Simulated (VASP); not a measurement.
A run of VASP 6.6.1:

File INCAR:

```
SYSTEM = MgB2
PREC = Accurate
ENCUT = 600
EDIFF = 1E-6
ISMEAR = 0
SIGMA = 0.1
LREAL = .FALSE.
LASPH = .TRUE.
NELM = 80
ALGO = Normal
ISIF = 3
LWAVE = .FALSE.
LCHARG = .FALSE.
GGA = PE
IBRION = 2
NSW = 90
EDIFFG = -0.04
```

File KPOINTS:

```
regular mesh
0
G
  4 4 4
  0 0 0
```

POSCAR

```
MgB2
1.0
    3.7551170683      0.0000000000      0.0000000000
    0.0000000000      3.7551170683      0.0000000000
    0.0000000000      0.0000000000      4.5257163496
Mg B
2 4
Direct
    0.0000000000      0.5000000000      0.1250000000
    0.5000000000      0.0000000000      0.8750000000
    0.5000000000      0.2500000000      0.1242964535
    0.5000000000      0.7500000000      0.1242964535
    0.2500000000      0.5000000000      0.8757035465
    0.7500000000      0.5000000000      0.8757035465
```

Potentials or basis: VASP PAW PBE potentials, release 64 (Mg, B).

Command:

```bash
$ cat potpaw_PBE.64/Mg/POTCAR potpaw_PBE.64/B/POTCAR > POTCAR
$ mpirun -np 1 vasp_std > vasp.out
```

Hardware: 1 thread of AMD EPYC 9R45 96-Core Processor (Zen 5), on a shared host.

Estimate the wall time of this run.

Run time: 2.8 min on 1 thread of AMD EPYC 9R45 96-Core Processor (Zen 5), with other jobs on the host, peak memory 0.16 GiB. Counts: scf iterations 206, k points 18, ion steps 29.
